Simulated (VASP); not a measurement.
A run of VASP 6.6.1 is set up as follows.

INCAR

```
  PREC = Accurate
  ENCUT = 520
  EDIFF = 1E-6
  ISMEAR = 0
  SIGMA = 0.1
  LREAL = False
  LASPH = True
  NELM = 100
  ALGO = Normal
  ISIF = 2
  LWAVE = False
  LCHARG = False
  GGA = PE
  IVDW = 12
  NBANDS = 36
```

The input KPOINTS:

```
regular mesh
0
Gamma
  18 18 2
```

Contents of POSCAR:

```
C
1.0
    2.4510709546      0.0000000000      0.0000000000
   -1.2255354773      2.1226897132      0.0000000000
    0.0000000000      0.0000000000     18.3383209440
C
12
Direct
    0.6666666667      0.3333333333      0.9520425690
    0.6666666667      0.3333333333      0.4521168920
    0.6666666667      0.3333333333      0.7792164380
    0.6666666667      0.3333333333      0.2792907610
    0.0000000000      0.0000000000      0.6156666650
    0.3333333333      0.6666666667      0.2792164380
    0.0000000000      0.0000000000      0.1156666650
    0.6666666667      0.3333333333      0.6156666650
    0.3333333333      0.6666666667      0.7792907610
    0.3333333333      0.6666666667      0.1156666650
    0.3333333333      0.6666666667      0.4520425690
    0.3333333333      0.6666666667      0.9521168920
```

Potentials or basis: VASP PAW PBE potentials, release 64 (C).

The run is started by

```sh
$ cat potpaw_PBE.64/C/POTCAR > POTCAR
$ mpirun -np 1 vasp_std > vasp.out
```

Problem. Predict the dispersion energy per atom.

Solution. -0.174 eV.

Problem. Estimate the band gap on the k mesh.

Solution. Zero (filled and empty bands touch).

Stress tensor (GPa, compression positive):
```
8.59 0.00 0.00
0.00 8.59 0.00
0.00 0.00 7.71
```

Caveat: the cell stands under pressure.
